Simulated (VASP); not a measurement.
Write the native input for VASP 6.6.1 that does the following.

```yaml
Task: single point
Functional: PBE
Potentials_or_basis: VASP PAW PBE potentials, release 64 (Si, S)
Cutoff: 500 eV
k_mesh: 4 × 4 × 4
Occupations: gaussian, width 0.1 eV
Spin: no spin polarisation
Dipole_correction: no
Further_INCAR_settings: ALGO = Normal; EDIFF = 1e-06; NBANDS = 32
```

The structure of SiS3 lies in POSCAR:

```
SiS3
1.0
    5.4482516089      0.0000000000      0.0000000000
    0.0000000000      5.4482516089      0.0000000000
    0.0000000000      0.0000000000      5.4482516089
Si S
2 6
Direct
    0.0000000000      0.0000000000      0.0000000000
    0.5000000000      0.5000000000      0.5000000000
    0.0000000000      0.5000000000      0.2500000000
    0.0000000000      0.5000000000      0.7500000000
    0.2500000000      0.0000000000      0.5000000000
    0.7500000000      0.0000000000      0.5000000000
    0.5000000000      0.7500000000      0.0000000000
    0.5000000000      0.2500000000      0.0000000000
```

These files were run (other wordings do the same):

INCAR

```
SYSTEM = SiS3
  ALGO = Normal
  EDIFF = 1E-6
  ENCUT = 500
  GGA = PE
  GGA_COMPAT = .False.
  ISIF = 2
  ISMEAR = 0
  LASPH = .True.
  LCHARG = .False.
  LREAL = .False.
  LWAVE = .False.
  NBANDS = 32
  NELM = 120
  PREC = Accurate
  SIGMA = 0.1
```

KPOINTS

```
k-points
0
Gamma
  4 4 4
  0 0 0
```

Potentials or basis: VASP PAW PBE potentials, release 64 (Si, S).

Command:

```bash
$ cat potpaw_PBE.64/Si/POTCAR potpaw_PBE.64/S/POTCAR > POTCAR
$ mpirun -np 1 vasp_std > vasp.out
```

Results of the run:

```json
{
  "Pressure": "-10.1 GPa",
  "Band gap on the k mesh": "zero (band 22 reaches 4.65 eV, above the bottom of band 23 at 3.95 eV)"
}
```

Wall time 20 s on 1 thread of Intel(R) Xeon(R) 6975P-C (Granite Rapids), with other jobs on the host, peak memory 0.24 GiB.
